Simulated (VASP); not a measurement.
Set up this calculation in VASP 6.6.1, as the native input.

| Quantity | Value |
| --- | --- |
| Task | single point |
| Functional | LDA |
| Potentials or basis | VASP PAW LDA potentials, release 64 (Pt, S) |
| Cutoff | 520 eV |
| k mesh | 9 × 9 × 5 |
| Occupations | fermi-dirac, width 0.05 eV |
| Spin | no spin polarisation |
| Dipole correction | no |
| Further INCAR settings | ALGO = Normal; EDIFF = 1e-07; NBANDS = 18 |

The structure of PtS2 lies in POSCAR:

```
PtS2
1.0
    3.5194194177      0.0000000000      0.0000000000
   -1.7597097089      3.0479066223      0.0000000000
    0.0000000000      0.0000000000      5.0049815314
Pt S
1 2
Direct
    0.0000000000      0.0000000000      0.0000000000
    0.6666666667      0.3333333333      0.7730000000
    0.3333333333      0.6666666667      0.2270000000
```

The input as run:

INCAR

```
SYSTEM = PtS2
PREC = Accurate
ENCUT = 520
EDIFF = 1E-7
ISMEAR = -1
SIGMA = 0.05
LREAL = .False.
LASPH = .True.
NELM = 80
ALGO = Normal
ISIF = 2
LWAVE = .False.
LCHARG = .False.
GGA = CA
NBANDS = 18
```

KPOINTS

```
regular mesh
0
Gamma
  9 9 5
  0 0 0
```

Potentials or basis: VASP PAW LDA potentials, release 64 (Pt, S).

The run is started by

```console
$ cat potpaw_LDA.64/Pt/POTCAR potpaw_LDA.64/S/POTCAR > POTCAR
$ mpirun -np 1 vasp_std > vasp.out
```

It gave:

```yaml
Pressure: 7.0 GPa
Largest_force: 1.122 eV/Å
Band_gap_on_the_k_mesh: 0.93 eV (least direct gap 0.98 eV)
```

Caveat: the cell stands under pressure; spin-orbit coupling is left out, which moves the levels of the heavy elements; an odd mesh through Γ misses points on the zone boundary, where band edges can lie; forces of over 1 eV/Å act on the atoms, so gaps and moduli don't describe the material at rest.

It took 71 s on 1 thread of Intel Xeon 8259CL (shared host), peak memory 0.19 GiB.
